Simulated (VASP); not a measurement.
Set up this calculation in VASP 6.6.1, as the native input.

```yaml
Task: single point
Functional: r2SCAN
Potentials_or_basis: VASP PAW PBE potentials, release 64 (Mo_sv, S)
Cutoff: 550 eV
k_mesh: 10 × 10 × 10
Occupations: fermi-dirac, width 0.05 eV
Spin: no spin polarisation
Dipole_correction: no
Further_INCAR_settings: ALGO = Normal; EDIFF = 1e-06; NBANDS = 20
```

MoS2:

```
CELL_PARAMETERS angstrom
1.54775 0.89359 6.02445
-1.54775 0.89359 6.02445
0.00000 -1.78718 6.02445
ATOMIC_POSITIONS crystal
Mo 0.00000 0.00000 0.00000
S 0.41700 0.41700 0.41700
S 0.25000 0.25000 0.25000
```

The input as run:

POSCAR

```
MoS2
1.0
    1.5477460518      0.8935915996      6.0244545686
   -1.5477460518      0.8935915996      6.0244545686
    0.0000000000     -1.7871831992      6.0244545686
Mo S
1 2
Direct
    0.0000000000      0.0000000000      0.0000000000
    0.4170000000      0.4170000000      0.4170000000
    0.2500000000      0.2500000000      0.2500000000
```

INCAR.step1

```
ALGO = Normal
EDIFF = 1E-5
ENCUT = 550
GGA = PE
GGA_COMPAT = F
ISMEAR = -1
LASPH = T
LCHARG = F
LREAL = F
LWAVE = T
NBANDS = 20
NELM = 120
PREC = Accurate
SIGMA = 0.05
```

INCAR.step2

```
ALGO = Normal
EDIFF = 1E-6
ENCUT = 550
GGA_COMPAT = F
ISIF = 2
ISMEAR = -1
ISTART = 1
LASPH = T
LCHARG = F
LMIXTAU = T
LREAL = F
LWAVE = F
METAGGA = R2SCAN
NBANDS = 20
NELM = 120
PREC = Accurate
SIGMA = 0.05
```

KPOINTS

```
k-points
0
Gamma
  10 10 10
```

Potentials or basis: VASP PAW PBE potentials, release 64 (Mo_sv, S).

The run is started by

```sh
$ cat potpaw_PBE.64/Mo_sv/POTCAR potpaw_PBE.64/S/POTCAR > POTCAR
$ cp INCAR.step1 INCAR
$ mpirun -np 1 vasp_std > vasp.out
$ cp INCAR.step2 INCAR
$ mpirun -np 1 vasp_std > vasp.out
```

It gave:

The pressure is 16.1 GPa and the largest force is 1.539 eV/Å. The band gap on the k mesh is 1.02 eV (least direct gap 2.26 eV).

Caveat: the cell stands under pressure; the PAW data sets were made with another functional, which shifts forces and pressure a little.

It took 21 min on 1 thread of Intel(R) Xeon(R) 6975P-C (Granite Rapids), on a shared host, peak memory 0.42 GiB.
